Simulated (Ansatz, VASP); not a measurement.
**Si3Bi2TeSe2: VASP beside Ansatz**

```
Si Bi Te Se
1.0
     4.09939    0.00000    0.00000
     0.00000    4.09939    0.00000
     0.00000    0.00000   11.71370
Si Bi Te Se
3 2 1 2
Direct
  0.00000 0.00000 0.75197
  0.00000 0.00000 0.24803
  0.00000 0.00000 0.00000
  0.50000 0.50000 0.73767
  0.50000 0.50000 0.26233
  0.50000 0.50000 0.00000
  0.50000 0.50000 0.50000
  0.00000 0.00000 0.50000
```

Alike in both runs: functional PBE; k mesh 3 × 3 × 2; occupations gaussian, width 0.15 eV; no spin polarisation.

Ansatz relaxed the structure, and its values are those at the end. VASP's run is a single point on that final structure, the one shown.

|  | VASP | Ansatz |
| --- | --- | --- |
| version | VASP 6.6.1 | Ansatz 0.2.0 |
| potentials or method | VASP PAW PBE potentials, release 64 (Si, Bi_d, Te, Se), cutoff 500 eV | scalar-relativistic, plane waves, PAW |
| valence electrons in the cell | 60 | 90 |

```tsv
	VASP	Ansatz	Ansatz less VASP
gap on the k mesh at the Fermi level (eV)	none	none	-
pressure (GPa)	0.0	0.0	+0.01
rms of the force components (eV/Å)	0.022	0.021	-0.0005
```

A gap of «none» marks a metal or a gap that the smearing closes. With one functional, cell and mesh, what is left measures potentials, basis and numerics. VASP's potentials hold 60 valence electrons a cell and Ansatz's 90, so a difference there can come from the potentials and not from the codes.

The k mesh is coarse, so the values compare programs but aren't converged. Neither program's run includes spin-orbit coupling.
